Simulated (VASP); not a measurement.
Crystal: Sn.

```
CELL_PARAMETERS angstrom
-1.69347 1.69347 1.69347
1.69347 -1.69347 1.69347
1.69347 1.69347 -1.69347
ATOMIC_POSITIONS crystal
Sn 0.00000 0.00000 0.00000
```

This isn't the form of Sn at room conditions, which is tetragonal (white tin).

* Program: VASP 6.6.1
* Task: relaxation of cell and atoms
* Functional: PBE
* Potentials or basis: VASP PAW PBE potentials, release 64 (Sn_d)
* Cutoff: 600 eV
* k mesh: 15 × 15 × 15
* Occupations: fermi-dirac, width 0.03 eV
* Spin: no spin polarisation

At the start: pressure 39.1 GPa; volume 19.43 Å³/atom.

Q: How do energy, volume and symmetry change on relaxing?

A: Over 5 steps the energy falls by 698.3 meV/atom and the volume is 27.59 Å³/atom (+42.0 %); space group Im-3m (No. 229, to 0.1 Å) before and after.

The path:
| step | energy change (eV) | largest force (eV/Å) | pressure (GPa) | volume (Å³) |
| --- | --- | --- | --- | --- |
| 1 | 0.0000 | 0.0000 | 39.10 | 19.43 |
| 2 | -0.4721 | 0.0000 | -6.75 | 36.03 |
| 3 | -0.6983 | 0.0000 | 0.12 | 27.50 |
| 4 | -0.6982 | 0.0000 | -0.16 | 27.69 |
| 5 | -0.6983 | 0.0000 | 0.00 | 27.59 |

Final structure:
```
CELL_PARAMETERS angstrom
-1.90349 1.90349 1.90349
1.90349 -1.90349 1.90349
1.90349 1.90349 -1.90349
ATOMIC_POSITIONS crystal
Sn 0.00000 0.00000 0.00000
```

Caveat: the volume moved by over 15 % at a fixed basis, so the end points are rough.
